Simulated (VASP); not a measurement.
# MgO (P-6m2) in VASP: vibrations by perturbation theory with PBEsol

Aim: the vibrations by perturbation theory of MgO with PBEsol.

Program: VASP 6.6.1. These are calculated values, not measurements. Logs are shortened: lines on timing, memory, paths and dates and some standing lists are left out, and cuts for length are marked.

### Step 1. The cell of the first run

The structure is hexagonal, space group P-6m2 (No. 187). The conventional cell has a = 2.938 Å, b = 2.938 Å, c = 2.680 Å, α = 90.00°, β = 90.00°, γ = 120.00°. Mg (site symmetry -6m2) has 6 O at 2.16 Å and 2 Mg at 2.68 Å within 2.9 Å. Within 2.9 Å of O (site symmetry -6m2) lie 6 Mg at 2.16 Å and 2 O at 2.68 Å.

### Step 2. Vibrations by perturbation theory, PBEsol

Input file INCAR:

```
ALGO = Normal ; EDIFF = 1E-8
ENCUT = 520 ; GGA = PS
IBRION = 8 ; ISIF = 2
ISMEAR = 1 ; LASPH = T
LCHARG = T ; LREAL = F
LWAVE = F ; NBANDS = 11
NELM = 80 ; NSW = 1
PREC = Accurate ; SIGMA = 0.05
```

Input file KPOINTS:

```
k-points
0
Gamma
  3 3 3
```

Input file POSCAR:

```
MgO
1.0
    2.9380209000      0.0000000000      0.0000000000
   -1.4690104500      2.5444007400      0.0000000000
    0.0000000000      0.0000000000      2.6796800000
Mg O
1 1
Direct
    0.0000000000      0.0000000000      0.0000000000
    0.3333333319      0.6666666706      0.5000000000
```

Potentials or basis: VASP PAW PBE potentials, release 64 (Mg, O).

Command:

```console
cat potpaw_PBE.64/Mg/POTCAR potpaw_PBE.64/O/POTCAR > POTCAR
mpirun -np 1 vasp_std > vasp.out
```

OUTCAR:

```text
EDIFF = 1E-8
   ENCUT = 520
   GGA = PS
   IBRION = 8
   ISIF = 2
   ISMEAR = 1
   LASPH = T
   LREAL = F
   NELM = 80
   NSW = 1
   PREC = Accurate

 ion  position               nearest neighbor table
   1  0.000  0.000  0.000-   2 2.16   2 2.16   2 2.16   2 2.16   2 2.16   2 2.16
   2  0.333  0.667  0.500-   1 2.16   1 2.16   1 2.16   1 2.16   1 2.16   1 2.16

  LATTYP: Found a hexagonal cell.
 ALAT       =     2.9380209000
 C/A-ratio  =     0.9120697542

  Lattice vectors:

 A1 = (   2.9380209000,   0.0000000000,   0.0000000000)
 A2 = (  -1.4690104500,   2.5444007400,   0.0000000000)
 A3 = (   0.0000000000,   0.0000000000,   2.6796800000)

Analysis of symmetry for initial positions (statically):
=====================================================================
 Subroutine PRICEL returns:
 Original cell was already a primitive cell.

 Routine SETGRP: Setting up the symmetry group for a
 hexagonal supercell.

 Subroutine GETGRP returns: Found 12 space group operations
 (whereof 12 operations were pure point group operations)
 out of a pool of 24 trial point group operations.

The static configuration has the point symmetry D_3h.

Analysis of symmetry for dynamics (positions and initial velocities):
=====================================================================
 Subroutine PRICEL returns:
 Original cell was already a primitive cell.

 Routine SETGRP: Setting up the symmetry group for a
 hexagonal supercell.

 Subroutine GETGRP returns: Found 12 space group operations
 (whereof 12 operations were pure point group operations)
 out of a pool of 24 trial point group operations.

The dynamic configuration has the point symmetry D_3h.

 Subroutine INISYM returns: Found 12 space group operations
 (whereof 12 operations are pure point group operations),
 and found     1 'primitive' translations

----------------------------------------------------------------------------------------

                                     Primitive cell

  volume of cell :      20.0320

  direct lattice vectors                    reciprocal lattice vectors
     2.938020900  0.000000000  0.000000000     0.340365176  0.196509926  0.000000000
    -1.469010450  2.544400740  0.000000000     0.000000000  0.393019851  0.000000000
     0.000000000  0.000000000  2.679680000     0.000000000  0.000000000  0.373178887

  length of vectors
     2.938020900  2.938020903  2.679680000     0.393019852  0.393019851  0.373178887

  position of ions in fractional coordinates (direct lattice)
     0.000000000  0.000000000  0.000000000
     0.333333332  0.666666671  0.500000000

  ion indices of the primitive-cell ions
   primitive index   ion index
                 1           1
                 2           2

----------------------------------------------------------------------------------------

 KPOINTS: k-points

Automatic generation of k-mesh.
 Grid dimensions read from file:
 generate k-points for:    3    3    3

 Generating k-lattice:

  Cartesian coordinates                     Fractional coordinates (reciprocal lattice)
     0.113455059  0.065503309  0.000000000     0.333333333  0.000000000  0.000000000
     0.000000000  0.131006617  0.000000000     0.000000000  0.333333333  0.000000000
     0.000000000  0.000000000  0.124392962     0.000000000  0.000000000  0.333333333

  Length of vectors
     0.131006617  0.131006617  0.124392962

  Shift w.r.t. Gamma in fractional coordinates (k-lattice)
     0.000000000  0.000000000  0.000000000

 Subroutine IBZKPT returns following result:
 ===========================================

 Found      6 irreducible k-points:
[... 60 lines left out ...]
  energy-cutoff  :      520.00
  volume of cell :       20.03
 maximum number of plane-waves:       549
 NGX is ok and might be reduce to    24
   NGX = 11   NGY = 11   NGZ =  9

--------------------------------------- Ionic step        1  -------------------------------------------

 number of electron       7.9999996 magnetization

 Free energy of the ion-electron system (eV)
  ---------------------------------------------------
  ext. energy  EPLUGINS =         0.00000000
  ---------------------------------------------------
  free energy    TOTEN  =       -11.70236841 eV

  energy without entropy =      -11.70258321  energy(sigma->0) =      -11.70244001

 E-fermi :   3.3279     XC(G=0): -10.9388

 val. band max:        3.2858301213   @ k =   0.3333   0.3333   0.0000
 cond. band min:       6.1369749346   @ k =   0.0000   0.0000   0.0000
 fundamental gap:      2.8511448133
 Fermi energy:         3.3279236517

 k-point     1 :       0.0000    0.0000    0.0000
  band No.  band energies     occupation
      1     -14.1050      2.00000
      2       2.6675      2.00000
      3       2.6675      2.00000
      4       2.8743      2.00000
      5       6.1370      0.00000
      6      14.8938      0.00000
      7      18.6378      0.00000
      8      18.6378      0.00000
      9      22.8500      0.00000
     10      23.9663      0.00000
     11      25.5855      0.00000
[... 58 lines left out ...]
  band No.  band energies     occupation
      1     -12.3645      2.00000
      2       0.3905      2.00000
      3       0.3916      2.00000
      4       0.4824      2.00000
      5      10.0859      0.00000
      6      14.1775      0.00000
      7      16.9711      0.00000
      8      18.2096      0.00000
      9      18.4232      0.00000
     10      24.3527      0.00000
     11      29.2657      0.00000

------------------------ aborting loop because EDIFF is reached ----------------------------------------

  FORCE on cell =-STRESS in cart. coord.  units (eV):
  Direction    XX          YY          ZZ          XY          YZ          ZX
  --------------------------------------------------------------------------------------
  -------------------------------------------------------------------------------------
  Total       -0.4644693     -0.4644693     -0.5667956      0.0000000     -0.0000000      0.0000000
  in kB      -37.1487554    -37.1487555    -45.3329254      0.0000000     -0.0000000      0.0000000
  external PRESSURE =     -39.8768121 kB  Pullay stress =       0.0000000 kB

 VOLUME and BASIS-vectors are now :
 -----------------------------------------------------------------------------
  energy-cutoff  :      520.00
  volume of cell :       20.03
      direct lattice vectors                 reciprocal lattice vectors
     2.938020900  0.000000000  0.000000000     0.340365176  0.196509926  0.000000000
    -1.469010450  2.544400740  0.000000000     0.000000000  0.393019851  0.000000000
     0.000000000  0.000000000  2.679680000     0.000000000  0.000000000  0.373178887

 POSITION                                       TOTAL-FORCE (eV/Angst)
 -----------------------------------------------------------------------------------
      0.00000      0.00000      0.00000        -0.000000      0.000000      0.000000
     -0.00000      1.69627      1.33984         0.000000     -0.000000      0.000000
 -----------------------------------------------------------------------------------
    total drift:                                0.000012     -0.000012      0.000000

  FREE ENERGIE OF THE ION-ELECTRON SYSTEM (eV)
  ---------------------------------------------------
  free  energy   TOTEN  =       -11.7023684119 eV

  energy  without entropy=      -11.7025832064  energy(sigma->0) =      -11.70244001

[... ionic steps 2 to 3 ...]

--------------------------------------- Ionic step        4  -------------------------------------------

------------------------ aborting loop because EDIFF is reached ----------------------------------------
[... 11 lines left out ...]
[... ionic steps 8 to 8 ...]

--------------------------------------- Ionic step        9  -------------------------------------------

 Free energy of the ion-electron system (eV)
  ---------------------------------------------------
  ---------------------------------------------------
  free energy    TOTEN  =        -0.35821271 eV

  energy without entropy =       -0.35821271

------------------------ aborting loop because EDIFF is reached ----------------------------------------

 INTERNAL STRAIN TENSOR  FOR ION    2  DIRECTION 3   (eV/Angst):
 -----------------------------------------------------------------------------
     0.00945  0.00000  0.00000
     0.00000  0.00945  0.00000
     0.00000  0.00000 -0.01067

 INTERNAL STRAIN TENSOR FOR ION    2 for displacements in x,y,z  (eV/Angst):
          X           Y           Z          XY          YZ          ZX
  --------------------------------------------------------------------------------
  x     0.00000    -0.00000     0.00000    -0.37876     0.00000     0.00000
  y    -0.37876     0.37876     0.00000     0.00000     0.00000     0.00000
  z     0.00000     0.00000     0.00000     0.00000     0.00000     0.00000

 SECOND DERIVATIVES (NOT SYMMETRIZED)
 ------------------------------------
               1X          1Y          1Z          2X          2Y          2Z
  1X    -3.207407    0.000000    0.000000    3.207407    0.000000    0.000000
  1Y     0.000000   -3.207407    0.000000    0.000000    3.207407    0.000000
  1Z     0.000000    0.000000   -3.166537   -0.000000    0.000000    3.166537
  2X     3.210879    0.000000    0.000000   -3.210879    0.000000    0.000000
  2Y     0.000000    3.210879    0.000000    0.000000   -3.210879    0.000000
  2Z     0.000000   -0.000000    3.157658   -0.000000    0.000000   -3.157658

 Eigenvectors and eigenvalues of the dynamical matrix
 ----------------------------------------------------

   1 f  =    9.016565 THz    56.652750 2PiTHz  300.760244 cm-1    37.289501 meV
             X         Y         Z           dx          dy          dz
      0.000000  0.000000  0.000000     0.000000    0.629852    0.000000
     -0.000000  1.696267  1.339840    -0.000000   -0.776715   -0.000000
[... 21 lines left out ...]
   6 f/i=    0.006149 THz     0.038634 2PiTHz    0.205101 cm-1     0.025429 meV
             X         Y         Z           dx          dy          dz
      0.000000  0.000000  0.000000    -0.000000    0.000000    0.776115
     -0.000000  1.696267  1.339840     0.000000    0.000000    0.630591

--------------------------------------------------------------------------------------------------------

 ELASTIC MODULI CONTR FROM IONIC RELAXATION (kBar)
 Direction    XX          YY          ZZ          XY          YZ          ZX
 --------------------------------------------------------------------------------
 XX          -4.0353      4.0353      0.0000     -0.0000      0.0000      0.0000
 YY           4.0353     -4.0353      0.0000      0.0000      0.0000      0.0000
 ZZ           0.0000      0.0000      0.0000      0.0000      0.0000      0.0000
 XY          -0.0000      0.0000      0.0000     -4.0353      0.0000      0.0000
 YZ           0.0000      0.0000      0.0000      0.0000      0.0000      0.0000
 ZX           0.0000      0.0000      0.0000      0.0000      0.0000      0.0000
 --------------------------------------------------------------------------------
```

It took 22 s on 1 thread of Intel Xeon 6975P-C (Granite Rapids), shared host; peak memory 0.14 GiB.

What came out:

```
Highest phonon frequency at Γ, LO-TO splitting left out : 301 cm⁻¹
```

Phonon frequencies in cm⁻¹ (negative: imaginary):
```csv
q point,frequencies
"(0.000, 0.000, 0.000)",0 0 0 298 301 301
```

Caveat: the k points lie up to 0.82 Å⁻¹ apart; the cell wasn't relaxed at this level first, which shifts response properties; the PAW data sets were made with another functional, which shifts forces and pressure a little.
